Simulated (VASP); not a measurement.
Write the native input for VASP 6.6.1 that does the following.

```yaml
Task: single point
Functional: RPBE
Potentials_or_basis: VASP PAW PBE potentials, release 64 (Hf_pv)
Cutoff: 520 eV
k_mesh: 10 × 10 × 5
Occupations: fermi-dirac, width 0.05 eV
Spin: no spin polarisation
Dipole_correction: no
Further_INCAR_settings: ALGO = Normal; EDIFF = 1e-07; NBANDS = 17
```

The structure of Hf lies in POSCAR:

```
Hf
1.0
    3.1967000000      0.0000000000      0.0000000000
   -1.5983500000      2.7684234083      0.0000000000
    0.0000000000      0.0000000000      5.0578000000
Hf
2
Direct
    0.6666666667      0.3333333333      0.7500000000
    0.3333333333      0.6666666667      0.2500000000
```

These files were run (other wordings do the same):

INCAR

```
  ALGO = Normal
  EDIFF = 1E-7
  ENCUT = 520
  GGA = RP
  ISIF = 2
  ISMEAR = -1
  LASPH = True
  LCHARG = True
  LELF = True
  LREAL = False
  LVHAR = True
  LWAVE = False
  NBANDS = 17
  NELM = 100
  PREC = Accurate
  SIGMA = 0.05
```

KPOINTS

```
k-points
0
Gamma
  10 10 5
```

Potentials or basis: VASP PAW PBE potentials, release 64 (Hf_pv).

The run is started by

```sh
$ cat potpaw_PBE.64/Hf_pv/POTCAR > POTCAR
$ mpirun -np 1 vasp_std > vasp.out
```

It gave:

```yaml
Pressure: 3.0 GPa
Band_gap_on_the_k_mesh: zero (band 10 reaches 6.23 eV, above the bottom of band 11 at 4.70 eV)
```

Caveat: the PAW data sets were made with another functional, which shifts forces and pressure a little; spin-orbit coupling is left out, which moves the levels of the heavy elements.

Run time: 14 s on 1 thread of Intel(R) Xeon(R) Platinum 8488C (Sapphire Rapids) (shared host), peak memory 0.17 GiB.
